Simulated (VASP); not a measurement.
As2H, 3 atoms in the cell. The cell holds a slab with vacuum, 3 atoms: a = 3.571 Å, b = 3.571 Å, c = 18.398 Å, α = 90.00°, β = 90.00°, γ = 120.00°. 

* Program: VASP 6.6.1
* Task: single point
* Functional: PBE
* Dispersion: D3(BJ)
* Potentials or basis: VASP PAW PBE potentials, release 64 (As, H)
* Cutoff: 520 eV
* k mesh: 9 × 9 × 1
* Occupations: gaussian, width 0.05 eV
* Spin: collinear spin
* Starting moments: [0.0, 0.0, 1.0] μB
* Dipole correction: yes
* Further INCAR settings: ALGO = Normal; EDIFF = 1e-07; NBANDS = 16

Potentials or basis: VASP PAW PBE potentials, release 64 (As, H).

Command:

```sh
$ cat potpaw_PBE.64/As/POTCAR potpaw_PBE.64/H/POTCAR > POTCAR
$ mpirun -np 1 vasp_std > vasp.out
```

Hardware: 1 thread of Intel(R) Xeon(R) 6975P-C (Granite Rapids) (shared host).

Task: How long does it take, and how much memory?

Result: Wall time 6.5 min on 1 thread of Intel(R) Xeon(R) 6975P-C (Granite Rapids), on a shared host, peak memory 0.51 GiB. Counts: scf iterations 32, k points 41.
